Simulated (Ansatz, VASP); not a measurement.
**WC in VASP and in Ansatz**

File POSCAR:

```
WC
1.0
    2.9295064504      0.0000000000      0.0000000000
   -1.4647532252      2.4867888480      0.0000000000
    0.0000000000      0.0000000000      2.8290000000
W C
1 1
Direct
    0.0000000000      0.0000000000      0.0000000000
    0.6666666667      0.3333333333      0.5000000000
```

File INCAR.step1:

```
SYSTEM = WC
ALGO = Normal
EDIFF = 1E-4
ENCUT = 520
GGA = PE
ISMEAR = 0
LASPH = .TRUE.
LCHARG = .FALSE.
LREAL = .FALSE.
LWAVE = .TRUE.
NBANDS = 16
NELM = 60
PREC = Accurate
SIGMA = 0.15
```

The input INCAR.step2:

```
SYSTEM = WC
ALGO = Normal
EDIFF = 1E-6
ENCUT = 520
ISIF = 2
ISMEAR = 0
ISTART = 1
LASPH = .TRUE.
LCHARG = .FALSE.
LMIXTAU = .TRUE.
LREAL = .FALSE.
LWAVE = .FALSE.
METAGGA = R2SCAN
NBANDS = 16
NELM = 60
PREC = Accurate
SIGMA = 0.15
```

KPOINTS

```
k-points
0
G
  18 18 16
  0 0 0
```

Input for Ansatz:

```yaml
crystal:
  lattice:
    - [2.9295064504, 0.0, 0.0]
    - [-1.4647532252, 2.486788848, 0.0]
    - [0.0, 0.0, 2.829]
  atoms:
    - { symbol: W, position: [0.0, 0.0, 0.0] }
    - { symbol: C, position: [0.6666666667, 0.3333333333, 0.5] }
basis:
  ecutwfc: 500
kpoints:
  mp_grid: { grid: [18, 18, 16] }
hamiltonian:
  xc: r2scan
scf:
  occupations: { method: gaussian, width: 0.15 }
output:
  forces: true
  stress: true
  eigenvalues: true
```

Change from the starting cell: strain +0.0100 x Voigt [1, -1, 0, 0, 0, 0], atoms carried along.

Alike in both runs: task single point; functional r2SCAN; k mesh 18 × 18 × 16; occupations gaussian, width 0.15 eV; no spin polarisation.

```csv
,VASP,Ansatz
version,VASP 6.6.1,Ansatz 0.2.0
potentials or method,"VASP PAW PBE potentials, release 64 (W_sv, C), cutoff 520 eV","scalar-relativistic, plane waves, PAW"
valence electrons in the cell,18,18
```

Ansatz gave:

| Item | Value |
| --- | --- |
| gap on the k mesh at the Fermi level (eV) | none |
| pressure (GPa) | 4.4 |
| traceless stress, the component that is largest in VASP (GPa) | 5.47 |
| rms of the force components (eV/Å) | 0.065 |

Task: Estimate VASP's values.

Result: gap on the k mesh at the Fermi level (eV): none; pressure (GPa): 6.4; traceless stress, the component that is largest in VASP (GPa): 5.41; rms of the force components (eV/Å): 0.067.

VASP's potentials were made for PBE, not for r2SCAN. Atom by atom the forces differ by 0.002 eV/Å (rms over components). A gap of «none» marks a metal or a gap that the smearing closes.

Neither program's run includes spin-orbit coupling.
